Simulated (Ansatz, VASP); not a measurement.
**Two plane-wave programs on HfCl4F**

```
Hf Cl F
1.0
     4.31660    0.00000    0.00000
     0.00000    4.31660    0.00000
     0.00000    0.00000    7.18733
Hf Cl F
1 4 1
Direct
  0.00000 0.00000 0.00000
  0.50000 0.00000 0.79012
  0.00000 0.50000 0.20988
  0.50000 0.00000 0.20988
  0.00000 0.50000 0.79012
  0.50000 0.50000 0.50000
```

Change from the starting cell: species swapped into the Mg4SiGe type (P4/mmm, No. 123).

Alike in both runs: functional PBE; k mesh 4 × 4 × 4; occupations gaussian, width 0.1 eV; no spin polarisation.

Ansatz relaxed the structure, and its values are those at the end. VASP's run is a single point on that final structure, the one shown.

```csv
,VASP,Ansatz
version,VASP 6.6.1,Ansatz 0.2.0
potentials or method,"VASP PAW PBE potentials, release 64 (Hf_pv, Cl, F), cutoff 520 eV","scalar-relativistic, plane waves, PAW"
valence electrons in the cell,45,61
```

```csv
,VASP,Ansatz,Ansatz less VASP
gap on the k mesh at the Fermi level (eV),none,none,-
pressure (GPa),-0.5,0.1,+0.60
rms of the force components (eV/Å),0.025,0.005,-0.0203
```

A gap of «none» marks a metal or a gap that the smearing closes. VASP's potentials hold 45 valence electrons a cell and Ansatz's 61, so a difference there can come from the potentials and not from the codes.

The k mesh is coarse, so the values compare programs but aren't converged. Spin-orbit coupling is off throughout.
